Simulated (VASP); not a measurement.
# CuSi16 (a cell with a defect) in VASP: a series of runs, part 2 of 2

VASP 6.6.1. The steps go on from the part before.

**3. Single point, PBE+D3(BJ)**

File INCAR:

```
PREC = Accurate ; ENCUT = 520
EDIFF = 1E-7 ; ISMEAR = -1
SIGMA = 0.02 ; LREAL = Auto
LASPH = T ; NELM = 100
ALGO = Normal ; ISIF = 2
LWAVE = F ; LCHARG = T
GGA = PE ; IVDW = 12
LELF = T ; LVHAR = T
NBANDS = 52 ; NELECT = 74.0
```

File KPOINTS:

```
Automatic mesh
0
Gamma
  2 2 2
```

File POSCAR:

```
CuSi16
1.0
    0.0000000000      5.4300000000      5.4300000000
    5.4300000000      0.0000000000      5.4300000000
    5.4300000000      5.4300000000      0.0000000000
Si Cu
16 1
Direct
   -0.0141483114      0.0026873649      0.0026468752
    0.0993681132      0.1330300690      0.1328901204
   -0.0131078935      0.0013778886      0.5054070195
    0.1225520868      0.1153118202      0.6300318356
   -0.0129280753      0.5056257145      0.0012086962
    0.1223986183      0.6300923744      0.1156936217
    0.0292173351      0.4890622101      0.4894405150
    0.1267495222      0.6290292479      0.6287421945
    0.4703398489      0.0078255717      0.0075491460
    0.6134375563      0.1230090524      0.1232555463
    0.4963169873     -0.0139587715      0.5060963016
    0.6151245202      0.1270580097      0.6365236493
    0.4962657485      0.5061201170     -0.0133533117
    0.6150714635      0.6366755486      0.1271202869
    0.5009067719      0.5112243476      0.5109191150
    0.6573388209      0.6182118683      0.6188721452
    0.4568115872      0.3498984267      0.3507267735
```

Potentials or basis: VASP PAW PBE potentials, release 64 (Si, Cu).

On the command line:

```console
> cat potpaw_PBE.64/Si/POTCAR potpaw_PBE.64/Cu/POTCAR > POTCAR
> mpirun -np 1 vasp_std > vasp.out
```

OUTCAR:

```text
PREC = Accurate
   ENCUT = 520
   EDIFF = 1E-7
   ISMEAR = -1
   LREAL = Auto
   LASPH = T
   NELM = 100
   ISIF = 2
   GGA = PE
   IVDW = 12
   NELECT = 74.0
 IVDW          = 12

 ion  position               nearest neighbor table
   1  0.986  0.003  0.003-  10 2.34   6 2.34   4 2.34   2 2.35
   2  0.099  0.133  0.133-   9 2.33   3 2.34   5 2.34   1 2.35
   3  0.987  0.001  0.505-  12 2.33   2 2.34   8 2.34   4 2.35
   4  0.123  0.115  0.630-   1 2.34  11 2.34   3 2.35   7 2.35
   5  0.987  0.506  0.001-  14 2.33   2 2.34   8 2.34   6 2.35
   6  0.122  0.630  0.116-   1 2.34  13 2.34   5 2.35   7 2.35
   7  0.029  0.489  0.489-  16 2.33   4 2.35   6 2.35   8 2.37  17 2.68
   8  0.127  0.629  0.629-   3 2.34   5 2.34  15 2.35   7 2.37
   9  0.470  0.008  0.008-   2 2.33  12 2.33  14 2.33  10 2.35
  10  0.613  0.123  0.123-   1 2.34   9 2.35  11 2.40  13 2.40  17 2.53
  11  0.496  0.986  0.506-  16 2.32   4 2.34  17 2.35  10 2.40  12 2.45
  12  0.615  0.127  0.637-   9 2.33   3 2.33  15 2.41  11 2.45  17 2.46
  13  0.496  0.506  0.987-  16 2.32   6 2.34  17 2.35  10 2.40  14 2.45
  14  0.615  0.637  0.127-   9 2.33   5 2.33  15 2.41  13 2.45  17 2.47
[... 208 lines left out ...]
  band No.  band energies     occupation
      1      -5.8946      2.00000
      2      -3.5314      2.00000
      3      -3.5140      2.00000
      4      -3.4878      2.00000
      5      -3.4663      2.00000
      6      -2.0057      2.00000
[... 405 lines left out ...]
     48      10.4672      0.00000
     49      10.4843      0.00000
 [bands above 49 left out]

------------------------ aborting loop because EDIFF is reached ----------------------------------------

 Edisp (eV)   -5.67138

 E8    (eV) :    -2.3524

  FORCE on cell =-STRESS in cart. coord.  units (eV):
  Direction    XX          YY          ZZ          XY          YZ          ZX
  --------------------------------------------------------------------------------------
  -------------------------------------------------------------------------------------
  Total      -7.77994    -7.17364    -7.22083    -0.13029    -0.75191    -0.14940
  in kB     -38.92756   -35.89388   -36.13004    -0.65194    -3.76226    -0.74752
  external pressure =      -36.98 kB  Pullay stress =        0.00 kB

 VOLUME and BASIS-vectors are now :
 -----------------------------------------------------------------------------
  energy-cutoff  :      520.00
  volume of cell :      320.21
      direct lattice vectors                 reciprocal lattice vectors
     0.000000000  5.430000000  5.430000000    -0.092081031  0.092081031  0.092081031
     5.430000000  0.000000000  5.430000000     0.092081031 -0.092081031  0.092081031
     5.430000000  5.430000000  0.000000000     0.092081031  0.092081031 -0.092081031

 POSITION                                       TOTAL-FORCE (eV/Angst)
 -----------------------------------------------------------------------------------
      0.02896      5.36755      5.36777         0.000283      0.004849      0.005558
      1.44395      1.26116      1.26192        -0.000671     -0.016315     -0.011028
      2.75184      8.10318      5.36631         0.002140      0.013366      0.012162
      4.04722      4.08653      1.29160         0.004866     -0.005315      0.001935
      2.75211      5.36636      8.10535         0.006184      0.004003      0.009298
      4.04962      1.29284      4.08603        -0.004201      0.007035     -0.006942
[... 9 lines left out ...]
      6.71737      6.92983      6.92624        -0.013028     -0.006838     -0.004611
      3.80439      4.38493      4.38044         0.009337     -0.017201     -0.004298
 -----------------------------------------------------------------------------------
    total drift:                                0.005063      0.003165      0.004976

  FREE ENERGIE OF THE ION-ELECTRON SYSTEM (eV)
  ---------------------------------------------------
  free  energy   TOTEN  =       -99.8938295773 eV

  energy  without entropy=      -99.8926288537  energy(sigma->0) =      -99.89322922
```

Run time: 4.3 min. Hardware: 1 thread of Intel Xeon 6975P-C (Granite Rapids), shared host; peak memory 0.48 GiB.

What came out:

- Free energy: -99.8938 eV
- Largest force: 0.024 eV/Å
- Dispersion energy per atom: -0.334 eV

Forces on the atoms (eV/Å):
```
Si   0.000  0.005  0.006
Si  -0.001 -0.016 -0.011
Si   0.002  0.013  0.012
Si   0.005 -0.005  0.002
Si   0.006  0.004  0.009
Si  -0.004  0.007 -0.007
Si   0.005 -0.011 -0.001
Si  -0.012  0.000 -0.014
Si   0.006  0.010  0.006
Si  -0.002 -0.009 -0.003
Si   0.003  0.019  0.007
Si  -0.004 -0.011 -0.012
Si   0.001  0.002  0.005
Si  -0.008 -0.003 -0.002
Si   0.005  0.019  0.013
Si  -0.013 -0.007 -0.005
Cu   0.009 -0.017 -0.004
```

Levels at points of the mesh, in eV from the Fermi level:
```tsv
k point	band 35	band 36	band 37	band 38	band 39	band 40
(0.00, 0.00, 0.00)	-0.64	-0.20	-0.07	0.07	0.38	0.58
(0.50, 0.00, 0.00)	-0.89	-0.65	-0.52	0.52	1.00	1.34
(0.00, 0.50, 0.00)	-0.92	-0.85	-0.75	0.55	1.11	1.24
(0.00, 0.00, 0.50)	-0.91	-0.85	-0.75	0.55	1.11	1.24
(0.50, 0.50, 0.50)	-0.89	-0.89	-0.80	0.50	1.14	1.23
(0.50, 0.50, 0.00)	-1.47	-1.44	-1.10	0.65	0.98	1.93
(0.00, 0.50, 0.50)	-1.51	-1.42	-1.13	0.67	0.97	1.95
(0.50, 0.00, 0.50)	-1.47	-1.44	-1.09	0.65	0.98	1.93
```

Caveat: the k points lie up to 0.50 Å⁻¹ apart; the cell carries a net charge on a neutralising background, which shifts energy and pressure; the cell is charged against a uniform background, so pressure and absolute levels hang on convention.

**4. Single point, PBE+D3(BJ)**

File INCAR:

```
ALGO     = Normal         # electronic algorithm
EDIFF    = 1E-6           # SCF threshold, eV
ENCUT    = 520            # plane-wave cutoff, eV
GGA      = PE             # functional
ISIF     = 2              # what is computed and relaxed
ISMEAR   = -1             # smearing method
IVDW     = 12             # dispersion correction
LASPH    = T              # aspherical terms in the spheres
LCHARG   = F              # write CHGCAR
LREAL    = Auto         
LWAVE    = F              # write WAVECAR
NBANDS   = 52             # bands
NELECT   = 74.0         
NELM     = 80             # most SCF steps
PREC     = Accurate       # precision mode
SIGMA    = 0.02           # smearing width, eV
```

File KPOINTS:

```
k-points
0
Gamma
  2 2 2
```

File POSCAR:

```
CuSi16
1.0
    0.0000000000      5.4300000000      5.4300000000
    5.4300000000      0.0000000000      5.4300000000
    5.4300000000      5.4300000000      0.0000000000
Si Cu
16 1
Direct
   -0.0116327808     -0.0018979742      0.0094736648
    0.1185287293      0.1382187845      0.1286139963
   -0.0052890424      0.0095472376      0.5025604972
    0.1194596685      0.1241410681      0.6374156538
    0.0063142726      0.5061553407     -0.0323146409
    0.1138884899      0.6142844383      0.1231385820
   -0.0037591160      0.4966615101      0.4974569061
    0.1355733886      0.6357523941      0.5959409761
    0.5014007366      0.0016511971      0.0117543278
    0.6170584715      0.1175662063      0.1541339779
    0.4920325967     -0.0073994475      0.5252729282
    0.6220478821      0.1225574586      0.6392162063
    0.4978455801      0.4888651013      0.0091752302
    0.6382986188      0.6188334254      0.1282389503
    0.5093938306      0.4952218232      0.5021813076
    0.6237460405      0.6200401473      0.6371434622
    0.2735907919      0.7735736648      0.1706314917
```

On the command line:

```console
> cat potpaw_PBE.64/Si/POTCAR potpaw_PBE.64/Cu/POTCAR > POTCAR
> mpirun -np 1 vasp_std > vasp.out
```

It took 2.9 min on 1 thread of Intel Xeon 6975P-C (Granite Rapids), shared host; peak memory 0.49 GiB.

It converged, with:

| Quantity | Value |
| --- | --- |
| Free energy | -99.8942 eV |
| Largest force | 0.022 eV/Å |
| Dispersion energy per atom | -0.334 eV |

Forces in eV/Å, atoms in the order of the input:
```
Si  -0.002 -0.006 -0.004
Si   0.015 -0.008  0.014
Si  -0.005 -0.003  0.000
Si   0.001 -0.001 -0.003
Si   0.004  0.001 -0.006
Si  -0.001  0.001  0.004
Si  -0.001  0.002 -0.001
Si   0.010  0.005 -0.003
Si  -0.004 -0.001  0.005
Si   0.001 -0.001  0.005
Si  -0.005 -0.004 -0.004
Si  -0.001  0.001  0.004
Si  -0.005  0.001 -0.007
Si  -0.008  0.012  0.014
Si  -0.005 -0.004 -0.005
Si   0.003  0.003 -0.001
Cu   0.002  0.000 -0.012
```

Levels at points of the mesh, in eV from the Fermi level:
```
           k point  band 35  band 36  band 37  band 38  band 39  band 40
(0.00, 0.00, 0.00)    -0.63    -0.19    -0.07     0.07     0.39     0.59
(0.50, 0.00, 0.00)    -0.90    -0.85    -0.75     0.55     1.12     1.25
(0.00, 0.50, 0.00)    -0.90    -0.85    -0.75     0.55     1.12     1.25
(0.00, 0.00, 0.50)    -0.89    -0.65    -0.52     0.52     1.01     1.34
(0.50, 0.50, 0.50)    -0.88    -0.88    -0.80     0.50     1.15     1.24
(0.50, 0.50, 0.00)    -1.50    -1.42    -1.12     0.67     0.98     1.95
(0.00, 0.50, 0.50)    -1.46    -1.43    -1.09     0.66     0.99     1.94
(0.50, 0.00, 0.50)    -1.46    -1.43    -1.09     0.66     0.99     1.94
```

Caveat: the k points lie up to 0.50 Å⁻¹ apart; the cell carries a net charge on a neutralising background, which shifts energy and pressure; the cell is charged against a uniform background, so pressure and absolute levels hang on convention.
